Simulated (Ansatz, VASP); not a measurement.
## Two plane-wave programs on MgO

Contents of INCAR:

```
SYSTEM = MgO
ALGO = Normal
EDIFF = 1E-7
ENCUT = 520
GGA = PE
ISIF = 2
ISMEAR = 0
LASPH = .True.
LCHARG = .False.
LREAL = .False.
LWAVE = .False.
NBANDS = 11
NELM = 80
PREC = Accurate
SIGMA = 0.05
```

Contents of KPOINTS:

```
k-points
0
Gamma
  12 12 10
  0 0 0
```

File POSCAR:

```
MgO
1.0
    2.8458597932      0.0000000000      0.0000000000
   -1.4229298966      2.4645868765      0.0000000000
    0.0000000000      0.0000000000      2.8555873855
Mg O
1 1
Direct
    0.0000000000      0.0000000000      0.0000000000
    0.3333333333      0.6666666667      0.5000000000
```

Input for Ansatz:

```yaml
crystal:
  lattice:
    - [2.8458597932, 0.0, 0.0]
    - [-1.4229298966, 2.4645868765, 0.0]
    - [0.0, 0.0, 2.8555873855]
  atoms:
    - { symbol: Mg, position: [0.0, 0.0, 0.0] }
    - { symbol: O, position: [0.3333333333, 0.6666666667, 0.5] }
basis:
  ecutwfc: 420
kpoints:
  mp_grid: { grid: [12, 12, 10] }
hamiltonian:
  xc: pbe
scf:
  occupations: { method: gaussian, width: 0.05 }
output:
  forces: true
  stress: true
  eigenvalues: true
```

Alike in both runs: task single point; functional PBE; k mesh 12 × 12 × 10; occupations gaussian, width 0.05 eV; no spin polarisation.

```csv
,VASP,Ansatz
version,VASP 6.6.1,Ansatz 0.2.0
potentials or method,"VASP PAW PBE potentials, release 64 (Mg, O), cutoff 520 eV","scalar-relativistic, plane waves, PAW"
valence electrons in the cell,8,16
```

Ansatz gave:

* gap on the k mesh at the Fermi level (eV): 2.30
* least direct gap on the mesh (eV): 2.63
* pressure (GPa): -1.2
* traceless stress, the component that is largest in VASP (GPa): -33.21

**Question.** Which values does VASP return?

**Answer.** gap on the k mesh at the Fermi level (eV): 2.28; least direct gap on the mesh (eV): 2.61; pressure (GPa): -1.8; traceless stress, the component that is largest in VASP (GPa): -33.42.

With one functional, cell and mesh, what is left measures potentials, basis and numerics. VASP's potentials hold 8 valence electrons a cell and Ansatz's 16, so a difference there can come from the potentials and not from the codes.
